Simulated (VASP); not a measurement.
Write the native input for VASP 6.6.1 that does the following.

```
Task                   : single point
Functional             : PBEsol
Potentials or basis    : VASP PAW PBE potentials, release 64 (Lu)
Cutoff                 : 520 eV
k mesh                 : 12 × 12 × 12
Occupations            : fermi-dirac, width 0.136057 eV
Spin                   : no spin polarisation
Dipole correction      : no
Further INCAR settings : ALGO = Normal; EDIFF = 1e-06; NBANDS = 18
```

The structure of Lu lies in POSCAR:

```
Lu
1.0
    0.0000000000      2.3905006450      2.3905006450
    2.3905006450      0.0000000000      2.3905006450
    2.3905006450      2.3905006450      0.0000000000
Lu
1
Direct
    0.0000000000      0.0000000000      0.0000000000
```

This isn't the form of Lu at room conditions, which is hcp.

These files were run (other wordings do the same):

INCAR

```
SYSTEM = Lu
PREC = Accurate
ENCUT = 520
EDIFF = 1E-6
ISMEAR = -1
SIGMA = 0.13605693000000002
LREAL = .False.
LASPH = .True.
NELM = 60
ALGO = Normal
ISIF = 2
LWAVE = .False.
LCHARG = .False.
GGA = PS
NBANDS = 18
```

KPOINTS

```
Automatic mesh
0
Gamma
  12 12 12
  0 0 0
```

Potentials or basis: VASP PAW PBE potentials, release 64 (Lu).

The run is started by

```bash
$ cat potpaw_PBE.64/Lu/POTCAR > POTCAR
$ mpirun -np 1 vasp_std > vasp.out
```

It gave:

| Item | Value |
| --- | --- |
| Pressure | 0.3 GPa |
| Band gap on the k mesh | zero (an odd number of electrons rules out a gap without spin polarisation) |

Caveat: the PAW data sets were made with another functional, which shifts forces and pressure a little; spin-orbit coupling is left out, which moves the levels of the heavy elements.

Wall time 29 s on 1 thread of Intel(R) Xeon(R) Platinum 8259CL CPU @ 2.50GHz (Skylake/Cascade Lake), on a shared host, peak memory 0.19 GiB.
